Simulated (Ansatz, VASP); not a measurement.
**One calculation of Ge, two programs**

```xyz
1
Lattice="2.3444 0.0000 0.0000 0.0000 2.3444 0.0000 0.0000 0.0000 2.3444" Properties=species:S:1:pos:R:3 pbc="T T T"
Ge    0.0000    0.0000    0.0000
```

Change from the starting cell: volume scaled by 0.68, LAPW.

Alike in both runs: task single point; functional PBEsol; k mesh 15 × 15 × 15; occupations fermi-dirac, width 0.1 eV; no spin polarisation.

```csv
,VASP,Ansatz
version,VASP 6.6.1,Ansatz 0.2.0
potentials or method,"VASP PAW PBE potentials, release 64 (Ge_d), cutoff 520 eV","all-electron LAPW, scalar-relativistic"
```

Ansatz gave:

| Quantity | Value |
| --- | --- |
| pressure (GPa) | 74.0 |

Task: Which values does VASP return?

Result: Pressure (GPa): 74.2.

VASP's potentials were made for PBE, not for PBEsol. Both programs put the cell under a high pressure, so it lies far from rest at this level. Ansatz ran all-electron here, and VASP with PAW potentials.

Noted on VASP's run: the cell as given lies far from equilibrium.
